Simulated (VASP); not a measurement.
# Si62As (a cell with a defect) in VASP: single point with PBEsol

Aim: the single point of Si62As (a cell with a defect) with PBEsol.

All numbers are computed with VASP 6.6.1; they aren't measurements. Logs are shortened: lines on timing, memory, paths and dates and some standing lists are left out, and cuts for length are marked.

## (1) The cell of the first run

The cell holds a defect, 63 atoms: a = 10.866 Å, b = 10.866 Å, c = 10.866 Å, α = 90.00°, β = 90.00°, γ = 90.00°.

## (2) Single point, PBEsol, collinear spin

File INCAR:

```
PREC = Accurate
ENCUT = 400
EDIFF = 1E-6
ISMEAR = -1
SIGMA = 0.05
LREAL = Auto
LASPH = T
NELM = 200
ALGO = Normal
ISIF = 2
LWAVE = F
LCHARG = T
ISPIN = 2
MAGMOM = 0 0 0 0 0 0 0 0 0 0 0 0 0 0 0 0 0 0 0 0 0 0.143 0 0.143 0 0 0 0 0 0 0 0 0 0 0 0 0 0.143 0 0 0.143 0 0 0 0 0 0 0 0 0 0 0 0 0.143 0 0 0 0 0.143 0 0 0 0.143
LORBIT = 11
GGA = PS
LELF = T
LVHAR = T
NBANDS = 168
GGA_COMPAT = F
```

File KPOINTS:

```
Automatic mesh
0
Gamma
  1 1 1
```

File POSCAR:

```
Si62As
1.0
   10.8655790000      0.0000000000      0.0000000000
    0.0000000000     10.8655790000      0.0000000000
    0.0000000000      0.0000000000     10.8655790000
Si As
62 1
Direct
    0.0005000000      0.9999300000      0.0001600000
    0.9985500000      0.9991200000      0.5009100000
    0.9986400000      0.5020300000      0.9982800000
    0.0002700000      0.4995600000      0.5002900000
    0.5012800000      0.9991200000      0.9981800000
    0.4996900000      0.0010500000      0.4993600000
    0.5006400000      0.4995800000      0.9999000000
    0.1252800000      0.1254000000      0.1249300000
    0.1272600000      0.1262400000      0.6241800000
    0.1271300000      0.6233100000      0.1267900000
    0.1255200000      0.6257600000      0.6248000000
    0.6245100000      0.1262200000      0.1269200000
    0.6260900000      0.1242800000      0.6257200000
    0.6251500000      0.6257500000      0.1251800000
    0.2515700000      0.2518300000      0.0012100000
    0.2550900000      0.2549100000      0.5022000000
    0.2508500000      0.7502600000      0.9991300000
    0.2518400000      0.7491200000      0.4990400000
    0.7508500000      0.2500400000      0.0001800000
    0.7489500000      0.2520700000      0.5009300000
    0.7494200000      0.7487200000      0.9974500000
    0.7385700000      0.7407900000      0.5054600000
    0.3763600000      0.3766100000      0.1276300000
    0.3872600000      0.3845900000      0.6196300000
    0.3749400000      0.8752900000      0.1249100000
    0.3768400000      0.8732600000      0.6241600000
    0.8749400000      0.3750800000      0.1259600000
    0.8739600000      0.3762000000      0.6260500000
    0.8742100000      0.8735000000      0.1238700000
    0.8707200000      0.8704500000      0.6229000000
    0.2509000000      0.0013100000      0.2505400000
    0.2507200000      0.9994700000      0.7505300000
    0.2562000000      0.5034600000      0.2558500000
    0.2533900000      0.5008500000      0.7471600000
    0.7508700000      0.9994500000      0.2503800000
    0.7500800000      0.9977300000      0.7497400000
    0.7475200000      0.5008200000      0.2530300000
    0.7385600000      0.5044100000      0.7381700000
    0.3757100000      0.1276100000      0.3753500000
    0.3749100000      0.1258700000      0.8747100000
    0.3872100000      0.6209000000      0.3869000000
    0.3782700000      0.6245100000      0.8720600000
    0.8750600000      0.1258600000      0.3745600000
    0.8748900000      0.1240200000      0.8745500000
    0.8724000000      0.6244800000      0.3779300000
    0.8695600000      0.6218700000      0.8692100000
    0.0015600000      0.2518200000      0.2512100000
    0.0005400000      0.2500400000      0.7505100000
    0.9994700000      0.7502600000      0.2505100000
    0.9978100000      0.7487300000      0.7490900000
    0.5025600000      0.2549200000      0.2547500000
    0.5013100000      0.2520800000      0.7485700000
    0.4993900000      0.7490900000      0.2515000000
    0.5058100000      0.7407700000      0.7381600000
    0.1279800000      0.3766000000      0.3759900000
    0.1263200000      0.3750800000      0.8745800000
    0.1252600000      0.8753000000      0.3745800000
    0.1242200000      0.8735100000      0.8738800000
    0.6199800000      0.3845800000      0.3869400000
    0.6264000000      0.3762200000      0.8735900000
    0.6244700000      0.8732400000      0.3765200000
    0.6232200000      0.8704200000      0.8703500000
    0.5629500000      0.5626700000      0.5625500000
```

Potentials or basis: VASP PAW PBE potentials, release 64 (Si, As).

Run with:

```
cat potpaw_PBE.64/Si/POTCAR potpaw_PBE.64/As/POTCAR > POTCAR
mpirun -np 1 vasp_gam > vasp.out
```

OUTCAR:

```text
PREC = Accurate
   ENCUT = 400
   EDIFF = 1E-6
   ISMEAR = -1
   LREAL = Auto
   LASPH = T
   NELM = 200
   ISIF = 2
   ISPIN = 2
   LORBIT = 11
   GGA = PS

 ion  position               nearest neighbor table
   1  0.001  1.000  0.000-   8 2.35  44 2.35  58 2.36  29 2.36
   2  0.999  0.999  0.501-  43 2.36  57 2.36  30 2.38   9 2.38
   3  0.999  0.502  0.998-  46 2.37  27 2.37  56 2.37  10 2.37
   4  0.000  0.500  0.500-  55 2.35  45 2.35  28 2.36  11 2.36
   5  0.501  0.999  0.998-  40 2.36  25 2.36  62 2.37  12 2.38
   6  0.500  0.001  0.499-  39 2.35  61 2.36  26 2.36  13 2.36
[... 54 lines left out ...]
  61  0.624  0.873  0.377-  53 2.35   6 2.36  22 2.36  35 2.38
  62  0.623  0.870  0.870-  36 2.35  21 2.35   5 2.37  54 2.38
  63  0.563  0.563  0.563-  38 2.77  41 2.77  59 2.79  54 2.79  22 2.79  24 2.79

  LATTYP: Found a simple cubic cell.
 ALAT       =    10.8655790000

  Lattice vectors:

 A1 = (  10.8655790000,   0.0000000000,   0.0000000000)
 A2 = (   0.0000000000,  10.8655790000,   0.0000000000)
 A3 = (   0.0000000000,   0.0000000000,  10.8655790000)

Analysis of symmetry for initial positions (statically):
=====================================================================
 Subroutine PRICEL returns:
 Original cell was already a primitive cell.

 Routine SETGRP: Setting up the symmetry group for a
 simple cubic supercell.

 Subroutine GETGRP returns: Found  1 space group operations
 (whereof  1 operations were pure point group operations)
 out of a pool of 48 trial point group operations.

The static configuration has the point symmetry C_1 .

Analysis of symmetry for dynamics (positions and initial velocities):
=====================================================================
 Subroutine PRICEL returns:
 Original cell was already a primitive cell.

 Routine SETGRP: Setting up the symmetry group for a
 simple cubic supercell.

 Subroutine GETGRP returns: Found  1 space group operations
 (whereof  1 operations were pure point group operations)
 out of a pool of 48 trial point group operations.

The dynamic configuration has the point symmetry C_1 .

Analysis of structural, dynamic, and magnetic symmetry:
=====================================================================
 Subroutine PRICEL returns:
 Original cell was already a primitive cell.

 Routine SETGRP: Setting up the symmetry group for a
 simple cubic supercell.

 Subroutine GETGRP returns: Found  1 space group operations
 (whereof  1 operations were pure point group operations)
 out of a pool of 48 trial point group operations.

The overall configuration has the point symmetry C_1 .

 Subroutine INISYM returns: Found  1 space group operations
 (whereof  1 operations are pure point group operations),
 and found     1 'primitive' translations

----------------------------------------------------------------------------------------

                                     Primitive cell

  volume of cell :    1282.7990

  direct lattice vectors                    reciprocal lattice vectors
    10.865579000  0.000000000  0.000000000     0.092033752  0.000000000  0.000000000
     0.000000000 10.865579000  0.000000000     0.000000000  0.092033752  0.000000000
     0.000000000  0.000000000 10.865579000     0.000000000  0.000000000  0.092033752

  length of vectors
    10.865579000 10.865579000 10.865579000     0.092033752  0.092033752  0.092033752

  position of ions in fractional coordinates (direct lattice)
     0.000500000  0.999930000  0.000160000
     0.998550000  0.999120000  0.500910000
     0.998640000  0.502030000  0.998280000
     0.000270000  0.499560000  0.500290000
     0.501280000  0.999120000  0.998180000
     0.499690000  0.001050000  0.499360000
[... 55 lines left out ...]
     0.623220000  0.870420000  0.870350000
     0.562950000  0.562670000  0.562550000

  ion indices of the primitive-cell ions
[... 107 lines left out ...]
   LNONCOLLINEAR =      F non collinear calculations
   LSORBIT =      F    spin-orbit coupling
   LASPH  =      T    aspherical Exc in radial PAW
   ENCUT  =  400.0 eV  29.40 Ry    5.42 a.u.  17.72 17.72 17.72*2*pi/ulx,y,z
   NELM   =    200;   NELMIN=  2; NELMDL= -5     # of ELM steps
   EDIFF  = 0.1E-05   stopping-criterion for ELM
   LREAL  =      T    real-space projection
   EDIFFG = 0.1E-04   stopping-criterion for IOM
   NSW    =      0    number of steps for IOM
   IBRION =     -1    ionic relax: 0-MD 1-quasi-New 2-CG
   NFREE  =      0    steps in history (QN), initial steepest desc. (CG)
   ISIF   =      2    stress and relaxation
   ISYM   =      2    0-nonsym 1-usesym 2-fastsym
   POTIM  = 0.5000    time-step for ionic-motion
   TEBEG  =    0.0;   TEEND  =   0.0 temperature during run
   PSTRESS=    0.0 pullay stress
   NELECT =     253.0000    total number of electrons
   NUPDOWN=      -1.0000    fix difference up-down
   EMIN   =  10.00;   EMAX   =-10.00  energy-range for DOS
   EFERMI =   0.00;   METHOD = LEGACY
   ISMEAR =    -1;   SIGMA  =   0.05  broadening in eV -4-tet -1-fermi 0-gaus
   EFERMI_NEDOS =   21; number of points for ismear=-14 and -15
   IALGO  =     38    algorithm
   IMIX   =      4    mixing-type and parameters
     AMIX     =   0.40;   BMIX     =  1.00
     AMIX_MAG =   1.60;   BMIX_MAG =  1.00
  volume/ion in A,a.u.               =      20.36       137.41
  Fermi-wavevector in a.u.,A,eV,Ry     =   0.952932  1.800781 12.355183  0.908080
  Thomas-Fermi vector in A             =   2.081541
   LORBIT       =     11    0 simple, 1 ext, 2 COOP (PROOUT), +10 PAW based schemes
   GGA     = PS    functional components
   LHFCALC =     F    Hartree Fock is set to
   AEXX    =    0.0000 exact exchange contribution
   IVDW    =     0    specifies the selected vdW correction
   LEPSILON=     F    determine dielectric tensor
   LRPA    =     F    only Hartree local field effects (RPA)
 spin polarized calculation
  energy-cutoff  :      400.00
  volume of cell :     1282.80
 maximum number of plane-waves:     11564
 NGX is ok and might be reduce to    70
   NGX = 35   NGY = 35   NGZ = 35

 number of electron     252.9999981 magnetization       0.0045119

 Free energy of the ion-electron system (eV)
  ---------------------------------------------------
  ext. energy  EPLUGINS =         0.00000000
  ---------------------------------------------------
  free energy    TOTEN  =      -351.62402294 eV

  energy without entropy =     -351.46899725  energy(sigma->0) =     -351.54651009

 E-fermi :   6.0469     XC(G=0):  -9.5020

 val. band max:        5.8093412818   @ k =   0.0000   0.0000   0.0000
 cond. band min:       6.1071044027   @ k =   0.0000   0.0000   0.0000
 fundamental gap:      0.2977631209
 Fermi energy:         6.0469122606

 spin component 1

 k-point     1 :       0.0000    0.0000    0.0000
  band No.  band energies     occupation
      1      -6.3189      1.00000
      2      -5.6194      1.00000
      3      -5.1878      1.00000
      4      -5.1840      1.00000
      5      -5.1810      1.00000
      6      -5.1778      1.00000
[... 130 lines left out ...]
    137       6.7071      0.00000
    138       6.7579      0.00000
 Fermi energy:         6.0469122606

 spin component 2

 k-point     1 :       0.0000    0.0000    0.0000
  band No.  band energies     occupation
      1      -6.3189      1.00000
      2      -5.6193      1.00000
      3      -5.1878      1.00000
      4      -5.1839      1.00000
      5      -5.1810      1.00000
      6      -5.1777      1.00000
[... 130 lines left out ...]
    137       6.7072      0.00000
    138       6.7580      0.00000
 [bands above 138 left out]

------------------------ aborting loop because EDIFF is reached ----------------------------------------

  FORCE on cell =-STRESS in cart. coord.  units (eV):
  Direction    XX          YY          ZZ          XY          YZ          ZX
  --------------------------------------------------------------------------------------
  -------------------------------------------------------------------------------------
  Total       -5.3171176     -4.5918966     -5.3360484     -0.5332912     -0.4919531      1.4948254
  in kB       -6.6409197     -5.7351405     -6.6645637     -0.6660647     -0.6144346      1.8669919
  external PRESSURE =      -6.3468746 kB  Pullay stress =       0.0000000 kB

 VOLUME and BASIS-vectors are now :
 -----------------------------------------------------------------------------
  energy-cutoff  :      400.00
  volume of cell :     1282.80
      direct lattice vectors                 reciprocal lattice vectors
    10.865579000  0.000000000  0.000000000     0.092033752  0.000000000  0.000000000
     0.000000000 10.865579000  0.000000000     0.000000000  0.092033752  0.000000000
     0.000000000  0.000000000 10.865579000     0.000000000  0.000000000  0.092033752

 POSITION                                       TOTAL-FORCE (eV/Angst)
 -----------------------------------------------------------------------------------
      0.00543     10.86482      0.00174         0.048024      0.014731      0.047691
     10.84982     10.85602      5.44268         0.171195      0.147668     -0.009885
     10.85080      5.45485     10.84689         0.149414     -0.124233      0.149629
      0.00293      5.42801      5.43594         0.044924      0.062951      0.063980
      5.44670     10.85602     10.84580        -0.012669      0.146500      0.171263
      5.42942      0.01141      5.42584         0.074101     -0.000187      0.074657
[... 55 lines left out ...]
      6.77165      9.45762      9.45686         0.065782     -0.103313     -0.108509
      6.11678      6.11374      6.11243         0.011353      0.004497      0.003476
 -----------------------------------------------------------------------------------
    total drift:                                0.013718      0.009538      0.004989

  FREE ENERGIE OF THE ION-ELECTRON SYSTEM (eV)
  ---------------------------------------------------
  free  energy   TOTEN  =      -351.6240229414 eV

  energy  without entropy=     -351.4689972453  energy(sigma->0) =     -351.54651009

 total charge

# of ion       s       p       d       tot
------------------------------------------
    1        0.741   0.947   0.000   1.688
    2        0.743   0.930   0.000   1.674
    3        0.743   0.928   0.000   1.671
    4        0.739   0.953   0.000   1.692
    5        0.743   0.930   0.000   1.674
    6        0.739   0.953   0.000   1.692
[... 55 lines left out ...]
   62        0.741   0.940   0.000   1.681
   63        1.361   1.243   0.041   2.645
--------------------------------------------------
tot         47.505  59.255   0.041 106.801

 magnetization (x)

# of ion       s       p       d       tot
------------------------------------------
    1       -0.000  -0.000   0.000  -0.000
    2       -0.000   0.000   0.000   0.000
    3       -0.000   0.000   0.000   0.000
    4       -0.000  -0.000   0.000  -0.000
    5       -0.000   0.000   0.000   0.000
    6       -0.000  -0.000   0.000  -0.000
[... 55 lines left out ...]
   62        0.000  -0.000   0.000  -0.000
   63       -0.000  -0.000   0.000  -0.000
--------------------------------------------------
tot          0.000   0.000   0.000   0.000
```

Run time: 18 min. Hardware: 1 thread of Intel Xeon 8259CL, shared host; peak memory 1.1 GiB.

What came out:

```
Free energy                                           : -351.6240 eV
Pressure                                              : -0.6 GPa
Largest force                                         : 0.320 eV/Å
Net moment                                            : 0.00 μB per cell
Valence electrons inside the program's atomic spheres : Si 1.69, 1.67, 1.68, 1.63, 1.70 (each value once); As 2.65
```

Forces in eV/Å, atoms in the order of the input:
```
Si   0.048  0.015  0.048
Si   0.171  0.148 -0.010
Si   0.149 -0.124  0.150
Si   0.045  0.063  0.064
Si  -0.013  0.146  0.171
Si   0.074  0.000  0.075
Si   0.065  0.062  0.046
Si  -0.048 -0.015 -0.048
Si  -0.171 -0.149  0.009
Si  -0.150  0.124 -0.150
Si  -0.046 -0.063 -0.064
Si   0.012 -0.147 -0.171
Si  -0.074  0.000 -0.074
Si  -0.064 -0.063 -0.046
Si   0.008 -0.009  0.123
Si   0.109  0.105 -0.066
Si   0.075 -0.014  0.074
Si   0.089 -0.050  0.098
Si   0.091  0.058  0.092
Si  -0.020  0.025  0.042
Si   0.037  0.050  0.102
Si   0.134  0.022 -0.273
Si  -0.036 -0.050 -0.102
Si  -0.135 -0.024  0.272
Si  -0.089 -0.059 -0.090
Si   0.020 -0.024 -0.042
Si  -0.076  0.012 -0.074
Si  -0.090  0.050 -0.099
Si  -0.008  0.009 -0.121
Si  -0.108 -0.104  0.064
Si   0.029  0.102  0.030
Si   0.059  0.047  0.044
Si   0.084 -0.102  0.084
Si   0.044 -0.065 -0.022
Si   0.042  0.048  0.059
Si   0.050  0.102  0.051
Si  -0.024 -0.064  0.045
Si   0.129 -0.261  0.131
Si  -0.052 -0.101 -0.050
Si  -0.043 -0.046 -0.060
Si  -0.130  0.260 -0.133
Si   0.023  0.065 -0.046
Si  -0.059 -0.048 -0.045
Si  -0.030 -0.102 -0.030
Si  -0.044  0.065  0.022
Si  -0.084  0.102 -0.084
Si   0.122 -0.009  0.008
Si   0.090  0.058  0.092
Si   0.071 -0.014  0.076
Si   0.101  0.050  0.036
Si  -0.065  0.104  0.107
Si   0.039  0.025 -0.019
Si   0.096 -0.049  0.089
Si  -0.274  0.022  0.137
Si  -0.102 -0.051 -0.036
Si  -0.074  0.013 -0.075
Si  -0.091 -0.059 -0.091
Si  -0.122  0.009 -0.008
Si   0.274 -0.023 -0.137
Si  -0.097  0.051 -0.090
Si  -0.038 -0.024  0.019
Si   0.066 -0.103 -0.109
As   0.011  0.004  0.003
```

Levels at points of the mesh, in eV from the Fermi level:
Spin up:
| k point | band 124 | band 125 | band 126 | band 127 | band 128 | band 129 |
| --- | --- | --- | --- | --- | --- | --- |
| (0.00, 0.00, 0.00) | -0.87 | -0.86 | -0.24 | 0.06 | 0.09 | 0.13 |
Spin down:
| k point | band 124 | band 125 | band 126 | band 127 | band 128 | band 129 |
| --- | --- | --- | --- | --- | --- | --- |
| (0.00, 0.00, 0.00) | -0.87 | -0.86 | -0.24 | 0.06 | 0.09 | 0.13 |

Caveat: the k points lie up to 0.58 Å⁻¹ apart; the PAW data sets were made with another functional, which shifts forces and pressure a little.
